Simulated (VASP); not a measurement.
# Co4C in VASP: single point with PBEsol

Aim: the single point of Co4C with PBEsol.

Program: VASP 6.6.1. These are calculated values, not measurements. Logs are shortened: lines on timing, memory, paths and dates and some standing lists are left out, and cuts for length are marked.

**1. The cell of the first run**

The cell holds a slab with vacuum, 5 atoms: a = 2.456 Å, b = 2.456 Å, c = 24.954 Å, α = 90.00°, β = 90.00°, γ = 120.00°.

**2. Single point, PBEsol, collinear spin, ferromagnetic start**

Contents of INCAR:

```
SYSTEM = Co4C
PREC     = Accurate       ! precision mode
ENCUT    = 520            ! plane-wave cutoff, eV
EDIFF    = 1E-6           ! SCF threshold, eV
ISMEAR   = 0              ! smearing method
SIGMA    = 0.1            ! smearing width, eV
LREAL    = .FALSE.        ! projectors in reciprocal space
LASPH    = .TRUE.         ! aspherical terms in the spheres
NELM     = 150            ! most SCF steps
ALGO     = Normal         ! electronic algorithm
ISIF     = 2              ! what is computed and relaxed
LWAVE    = .FALSE.        ! write WAVECAR
LCHARG   = .FALSE.        ! write CHGCAR
ISPIN    = 2              ! spin polarisation
MAGMOM   = 1.94 1.89 1.88 1.92 2 ! initial moments
LORBIT   = 11             ! projections on sites
LMAXMIX  = 4              ! l up to which the mixer works
LDIPOL   = .TRUE.       
IDIPOL   = 3            
DIPOL    = 0.5 0.5 0.498
GGA      = PS             ! functional
NBANDS   = 32             ! bands
```

Contents of KPOINTS:

```
Automatic mesh
0
G
  12 12 1
  0 0 0
```

Contents of POSCAR:

```
Co4C
1.0
    2.4564222732      0.0000000000      0.0000000000
   -1.2282111366      2.1273240910      0.0000000000
    0.0000000000      0.0000000000     24.9541203316
Co C
4 1
Direct
    0.6666666667      0.3333333333      0.3406251107
    0.3333333333      0.6666666667      0.4201593419
    0.6666666667      0.3333333333      0.4992542827
    0.3333333333      0.6666666667      0.5825699113
    0.3333333333      0.6666666667      0.6486861811
```

Potentials or basis: VASP PAW PBE potentials, release 64 (Co, C).

The run is started by

```bash
$ cat potpaw_PBE.64/Co/POTCAR potpaw_PBE.64/C/POTCAR > POTCAR
$ mpirun -np 1 vasp_std > vasp.out
```

OUTCAR:

```text
SYSTEM = Co4C
   PREC = Accurate
   ENCUT = 520
   EDIFF = 1E-6
   ISMEAR = 0
   LREAL = .FALSE.
   LASPH = .TRUE.
   NELM = 150
   ISIF = 2
   ISPIN = 2
   LORBIT = 11
   GGA = PS

 ion  position               nearest neighbor table
   1  0.667  0.333  0.341-   2 2.44   2 2.44   2 2.44
   2  0.333  0.667  0.420-   3 2.43   3 2.43   3 2.43   1 2.44   1 2.44   1 2.44
   3  0.667  0.333  0.499-   2 2.43   2 2.43   2 2.43   4 2.52   4 2.52   4 2.52
   4  0.333  0.667  0.583-   5 1.65   3 2.52   3 2.52   3 2.52
   5  0.333  0.667  0.649-   4 1.65

  LATTYP: Found a hexagonal cell.
 ALAT       =     2.4564222732
 C/A-ratio  =    10.1587258037

  Lattice vectors:

 A1 = (   2.4564222732,   0.0000000000,   0.0000000000)
 A2 = (  -1.2282111366,   2.1273240910,   0.0000000000)
 A3 = (   0.0000000000,   0.0000000000,  24.9541203316)

Analysis of symmetry for initial positions (statically):
=====================================================================
 Subroutine PRICEL returns:
 Original cell was already a primitive cell.

 Routine SETGRP: Setting up the symmetry group for a
 hexagonal supercell.

 Subroutine GETGRP returns: Found  6 space group operations
 (whereof  6 operations were pure point group operations)
 out of a pool of 24 trial point group operations.

The static configuration has the point symmetry C_3v.

Analysis of symmetry for dynamics (positions and initial velocities):
=====================================================================
 Subroutine PRICEL returns:
 Original cell was already a primitive cell.

 Routine SETGRP: Setting up the symmetry group for a
 hexagonal supercell.

 Subroutine GETGRP returns: Found  6 space group operations
 (whereof  6 operations were pure point group operations)
 out of a pool of 24 trial point group operations.

The dynamic configuration has the point symmetry C_3v.

Analysis of structural, dynamic, and magnetic symmetry:
=====================================================================
 Subroutine PRICEL returns:
 Original cell was already a primitive cell.

 Routine SETGRP: Setting up the symmetry group for a
 hexagonal supercell.

 Subroutine GETGRP returns: Found  6 space group operations
 (whereof  6 operations were pure point group operations)
 out of a pool of 24 trial point group operations.

The overall configuration has the point symmetry C_3v.

 Subroutine INISYM returns: Found  6 space group operations
 (whereof  6 operations are pure point group operations),
 and found     1 'primitive' translations

----------------------------------------------------------------------------------------

                                     Primitive cell

  volume of cell :     130.4004

  direct lattice vectors                    reciprocal lattice vectors
     2.456422273  0.000000000  0.000000000     0.407096130  0.235037060  0.000000000
    -1.228211137  2.127324091  0.000000000     0.000000000  0.470074120  0.000000000
     0.000000000  0.000000000 24.954120332     0.000000000  0.000000000  0.040073542

  length of vectors
     2.456422273  2.456422273 24.954120332     0.470074120  0.470074120  0.040073542

  position of ions in fractional coordinates (direct lattice)
     0.666666667  0.333333333  0.340625111
     0.333333333  0.666666667  0.420159342
     0.666666667  0.333333333  0.499254283
     0.333333333  0.666666667  0.582569911
     0.333333333  0.666666667  0.648686181

  ion indices of the primitive-cell ions
   primitive index   ion index
                 1           1
                 2           2
                 3           3
                 4           4
                 5           5

----------------------------------------------------------------------------------------

 KPOINTS: Automatic mesh

Automatic generation of k-mesh.
 Grid dimensions read from file:
 generate k-points for:   12   12    1

 Generating k-lattice:

  Cartesian coordinates                     Fractional coordinates (reciprocal lattice)
     0.033924677  0.019586422  0.000000000     0.083333333  0.000000000  0.000000000
     0.000000000  0.039172843  0.000000000     0.000000000  0.083333333  0.000000000
[... 35 lines left out ...]
   number of dos      NEDOS =    301   number of ions     NIONS =      5
   total plane-waves  NPLWV =  62208
   dimension x,y,z NGX =    18 NGY =   18 NGZ =  192
   dimension x,y,z NGXF=    36 NGYF=   36 NGZF=  384
   ions per type =               4   1
   NGX,Y,Z   is equivalent  to a cutoff of  12.18, 12.18, 12.79 a.u.
   NGXF,Y,Z  is equivalent  to a cutoff of  24.36, 24.36, 25.58 a.u.
 SYSTEM =  Co4C
   PREC   = accura    normal or accurate (medium, high low for compatibility)
   ISTART =      0    job   : 0-new  1-cont  2-samecut
   ICHARG =      2    charge: 1-file 2-atom 10-const
   ISPIN  =      2    spin polarized calculation?
   LNONCOLLINEAR =      F non collinear calculations
   LSORBIT =      F    spin-orbit coupling
   LASPH  =      T    aspherical Exc in radial PAW
   ENCUT  =  520.0 eV  38.22 Ry    6.18 a.u.   4.57  4.57 46.40*2*pi/ulx,y,z
   NELM   =    150;   NELMIN=  2; NELMDL= -5     # of ELM steps
   EDIFF  = 0.1E-05   stopping-criterion for ELM
   LREAL  =      F    real-space projection
   EDIFFG = 0.1E-04   stopping-criterion for IOM
   NSW    =      0    number of steps for IOM
   IBRION =     -1    ionic relax: 0-MD 1-quasi-New 2-CG
   NFREE  =      0    steps in history (QN), initial steepest desc. (CG)
   ISIF   =      2    stress and relaxation
   ISYM   =      2    0-nonsym 1-usesym 2-fastsym
   POTIM  = 0.5000    time-step for ionic-motion
   TEBEG  =    0.0;   TEEND  =   0.0 temperature during run
   PSTRESS=    0.0 pullay stress
   NELECT =      40.0000    total number of electrons
   NUPDOWN=      -1.0000    fix difference up-down
   EMIN   =  10.00;   EMAX   =-10.00  energy-range for DOS
   EFERMI =   0.00;   METHOD = LEGACY
   ISMEAR =     0;   SIGMA  =   0.10  broadening in eV -4-tet -1-fermi 0-gaus
   EFERMI_NEDOS =   21; number of points for ismear=-14 and -15
   IALGO  =     38    algorithm
   IMIX   =      4    mixing-type and parameters
     AMIX     =   0.40;   BMIX     =  1.00
     AMIX_MAG =   1.60;   BMIX_MAG =  1.00
  volume/ion in A,a.u.               =      26.08       176.00
  Fermi-wavevector in a.u.,A,eV,Ry     =   1.104083  2.086415 16.585501  1.219000
  Thomas-Fermi vector in A             =   2.240551
   LORBIT       =     11    0 simple, 1 ext, 2 COOP (PROOUT), +10 PAW based schemes
   GGA     = PS    functional components
   LHFCALC =     F    Hartree Fock is set to
   AEXX    =    0.0000 exact exchange contribution
   IVDW    =     0    specifies the selected vdW correction
   LEPSILON=     F    determine dielectric tensor
   LRPA    =     F    only Hartree local field effects (RPA)
 spin polarized calculation
 Gauss-broadening in eV      SIGMA  =   0.10
  energy-cutoff  :      520.00
  volume of cell :      130.40
 maximum number of plane-waves:      3566
   NGX =  9   NGY =  9   NGZ = 93

 dipolmoment           0.000000      0.000000     -0.005337 electrons x Angstroem

 number of electron      39.9999976 magnetization       5.5826189

 dipolmoment           0.000000      0.000000      0.052782 electrons x Angstroem

 Free energy of the ion-electron system (eV)
  ---------------------------------------------------
  ext. energy  EPLUGINS =         0.00000000
  ---------------------------------------------------
  free energy    TOTEN  =       -35.52391877 eV

  energy without entropy =      -35.49386809  energy(sigma->0) =      -35.50889343

 E-fermi :   0.0270     XC(G=0):  -5.8797

 val. band max:        0.0169542507   @ k =   0.5000   0.0000   0.0000
 cond. band min:       0.0623171469   @ k =   0.2500   0.0000   0.0000
 fundamental gap:      0.0453628962
 Fermi energy:         0.0270156793

 spin component 1

 k-point     1 :       0.0000    0.0000    0.0000
  band No.  band energies     occupation
      1     -12.8458      1.00000
      2      -8.6469      1.00000
      3      -7.1362      1.00000
      4      -5.6855      1.00000
      5      -5.2687      1.00000
      6      -3.7484      1.00000
[... 654 lines left out ...]
     31       8.7556      0.00000
     32       9.5582      0.00000
 Fermi energy:         0.0270156793

 spin component 2

 k-point     1 :       0.0000    0.0000    0.0000
  band No.  band energies     occupation
      1     -12.8611      1.00000
      2      -8.5600      1.00000
      3      -7.0230      1.00000
      4      -5.3576      1.00000
      5      -4.5590      1.00000
      6      -3.4842      1.00000
[... 654 lines left out ...]
     31       9.2660      0.00000
     32      10.1456      0.00000

------------------------ aborting loop because EDIFF is reached ----------------------------------------

 vacuum level on the upper side and lower side of the slab       (xc-potential included)         0.779        -0.962

  FORCE on cell =-STRESS in cart. coord.  units (eV):
  Direction    XX          YY          ZZ          XY          YZ          ZX
  --------------------------------------------------------------------------------------
  -------------------------------------------------------------------------------------
  Total       -1.4930861     -1.4930861     -0.1535147      0.0000000     -0.0000000     -0.0000000
  in kB      -18.3449483    -18.3449483     -1.8861728      0.0000000     -0.0000000     -0.0000000
  external PRESSURE =     -12.8586898 kB  Pullay stress =       0.0000000 kB

 VOLUME and BASIS-vectors are now :
 -----------------------------------------------------------------------------
  energy-cutoff  :      520.00
  volume of cell :      130.40
      direct lattice vectors                 reciprocal lattice vectors
     2.456422273  0.000000000  0.000000000     0.407096130  0.235037060  0.000000000
    -1.228211137  2.127324091  0.000000000     0.000000000  0.470074120  0.000000000
     0.000000000  0.000000000 24.954120332     0.000000000  0.000000000  0.040073542

 POSITION                                       TOTAL-FORCE (eV/Angst)
 -----------------------------------------------------------------------------------
      1.22821      0.70911      8.50000         0.000000     -0.000000      0.280650
     -0.00000      1.41822     10.48471        -0.000000      0.000000     -0.240465
      1.22821      0.70911     12.45845         0.000000     -0.000000     -0.004357
     -0.00000      1.41822     14.53752        -0.000000     -0.000000     -0.378189
     -0.00000      1.41822     16.18739         0.000000     -0.000000      0.342362
 -----------------------------------------------------------------------------------
    total drift:                                0.000000      0.000000     -0.000201

  FREE ENERGIE OF THE ION-ELECTRON SYSTEM (eV)
  ---------------------------------------------------
  free  energy   TOTEN  =       -35.5239187701 eV

  energy  without entropy=      -35.4938680857  energy(sigma->0) =      -35.50889343

 vacuum level on the upper side and lower side of the slab         6.993         5.190

 total charge

# of ion       s       p       d       tot
------------------------------------------
    1        0.496   0.434   7.243   8.173
    2        0.505   0.568   7.288   8.361
    3        0.506   0.542   7.279   8.328
    4        0.560   0.652   7.491   8.703
    5        1.036   1.106   0.000   2.143
--------------------------------------------------
tot          3.104   3.302  29.302  35.708

 magnetization (x)

# of ion       s       p       d       tot
------------------------------------------
    1       -0.010  -0.036   1.762   1.716
    2       -0.015  -0.047   1.694   1.631
    3       -0.009  -0.037   1.645   1.599
    4       -0.007  -0.026   0.722   0.688
    5       -0.003  -0.031   0.000  -0.033
--------------------------------------------------
tot         -0.044  -0.178   5.823   5.601
```

Run time: 15 min. Hardware: 1 thread of Intel Xeon 8259CL, shared host; peak memory 0.35 GiB.

What came out:

| Item | Value |
| --- | --- |
| Free energy | -35.5239 eV |
| Largest force | 0.378 eV/Å |
| Net moment | 5.58 μB per cell |
| Site moments | Co +1.72, +1.63, +1.60, +0.69; C -0.03 μB |
| Valence electrons inside the program's atomic spheres | Co 8.17, 8.36, 8.33, 8.70; C 2.14 |

Forces in eV/Å, atoms in the order of the input:
```
Co   0.000  0.000  0.281
Co   0.000  0.000 -0.240
Co   0.000  0.000 -0.004
Co   0.000  0.000 -0.378
C    0.000  0.000  0.342
```

Levels at points of the mesh, in eV from the Fermi level:
Spin up:
| k point | band 21 | band 22 | band 23 | band 24 | band 25 | band 26 |
| --- | --- | --- | --- | --- | --- | --- |
| (0.00, 0.00, 0.00) | -1.29 | -1.01 | -1.01 | -0.83 | -0.83 | -0.15 |
| (0.50, 0.00, 0.00) | -0.42 | -0.01 | 1.08 | 1.64 | 2.92 | 3.03 |
Spin down:
```
           k point  band 14  band 15  band 16  band 17  band 18  band 19  band 20  band 21
(0.00, 0.00, 0.00)    -0.97    -0.97    -0.76    -0.76    -0.55    -0.55    -0.02     0.19
(0.50, 0.00, 0.00)    -0.61     0.12     0.14     0.60     0.95     1.03     1.28     1.37
```

Caveat: the PAW data sets were made with another functional, which shifts forces and pressure a little.
